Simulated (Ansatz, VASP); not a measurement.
**Yb: VASP beside Ansatz**

```
Yb
1.0
     0.00000    2.20025    2.20025
     2.20025    0.00000    2.20025
     2.20025    2.20025    0.00000
Yb
1
Direct
  0.00000 0.00000 0.00000
```

Change from the starting cell: volume scaled by 0.598, to set the pressure.

Alike in both runs: task single point; functional PBE; k mesh 15 × 15 × 15; occupations fermi-dirac, width 0.05 eV; no spin polarisation.

|  | VASP | Ansatz |
| --- | --- | --- |
| version | VASP 6.6.1 | Ansatz 0.2.0 |
| potentials or method | VASP PAW PBE potentials, release 64 (Yb) | PAW with Ansatz's default frozen-core files, scalar-relativistic |
| plane-wave cutoff (eV) | 520 | 420 |
| valence electrons in the cell | 24 | 24 |

|  | VASP | Ansatz | Ansatz less VASP |
| --- | --- | --- | --- |
| pressure (GPa) | 23.7 | 23.3 | -0.39 |

Spin-orbit coupling is off throughout.
